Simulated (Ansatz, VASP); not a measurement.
## InPd: VASP beside Ansatz

```
CELL_PARAMETERS angstrom
3.28445 0.00000 0.00000
0.00000 3.28445 0.00000
0.00000 0.00000 3.17098
ATOMIC_POSITIONS crystal
In 0.99007 0.00000 0.00000
Pd 0.51072 0.50000 0.50000
```

Change from the starting cell: mode 4 frozen in at -0.035 Å, strain +e along z and -e/2 along x and y -0.0233.

Alike in both runs: task single point; functional PBEsol; k mesh 14 × 14 × 14; occupations gaussian, width 0.15 eV; no spin polarisation.

|  | VASP | Ansatz |
| --- | --- | --- |
| version | VASP 6.6.1 | Ansatz 0.2.0 |
| potentials or method | VASP PAW PBE potentials, release 64 (In_d, Pd), cutoff 520 eV | scalar-relativistic, plane waves, PAW |
| valence electrons in the cell | 23 | 31 |

Ansatz gave:

* gap on the k mesh at the Fermi level (eV): none
* pressure (GPa): 0.4
* traceless stress, the component that is largest in VASP (GPa): 0.93
* rms of the force components (eV/Å): 0.172

**Question.** Which values does VASP return?

**Answer.** gap on the k mesh at the Fermi level (eV): none; pressure (GPa): 0.5; traceless stress, the component that is largest in VASP (GPa): 0.93; rms of the force components (eV/Å): 0.175.

VASP's potentials were made for PBE, not for PBEsol. Atom by atom the forces differ by 0.002 eV/Å (rms over components). A gap of «none» marks a metal or a gap that the smearing closes. VASP's potentials hold 23 valence electrons a cell and Ansatz's 31, so a difference there can come from the potentials and not from the codes.
